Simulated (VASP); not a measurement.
Set up this calculation in VASP 6.6.1, as the native input.

```yaml
Task: single point
Functional: PBEsol
Potentials_or_basis: VASP PAW PBE potentials, release 64 (Ni, Ge_d)
Cutoff: 520 eV
k_mesh: 12 × 12 × 12
Occupations: methfessel-paxton, width 0.2 eV
Spin: no spin polarisation
Dipole_correction: no
Further_INCAR_settings: ALGO = Normal; EDIFF = 1e-06; NBANDS = 30
```

The structure of Ni3Ge lies in POSCAR:

```
Ni3Ge
1.0
    3.5303341067      0.0000000000      0.0000000000
    0.0000000000      3.5303341067      0.0000000000
    0.0000000000      0.0000000000      3.5303341067
Ni Ge
3 1
Direct
    0.5000000000      0.0000000000      0.5000000000
    0.0000000000      0.5000000000      0.5000000000
    0.5000000000      0.5000000000      0.0000000000
    0.0000000000      0.0000000000      0.0000000000
```

The input as run:

INCAR

```
SYSTEM = Ni3Ge
PREC = Accurate
ENCUT = 520
EDIFF = 1E-6
ISMEAR = 1
SIGMA = 0.2
LREAL = .FALSE.
LASPH = .TRUE.
NELM = 60
ALGO = Normal
ISIF = 2
LWAVE = .FALSE.
LCHARG = .FALSE.
GGA = PS
NBANDS = 30
```

KPOINTS

```
Automatic mesh
0
G
  12 12 12
  0 0 0
```

Potentials or basis: VASP PAW PBE potentials, release 64 (Ni, Ge_d).

Launch:

```console
$ cat potpaw_PBE.64/Ni/POTCAR potpaw_PBE.64/Ge_d/POTCAR > POTCAR
$ mpirun -np 1 vasp_std > vasp.out
```

Results of the run:

The pressure is -0.7 GPa and the band gap on the k mesh is zero (band 22 reaches 10.22 eV, above the bottom of band 23 at 9.99 eV).

Caveat: the PAW data sets were made with another functional, which shifts forces and pressure a little.

It took 2.2 min on 1 thread of AMD EPYC 7R43 64-Core Processor (Zen 3), on a shared host, peak memory 0.18 GiB.
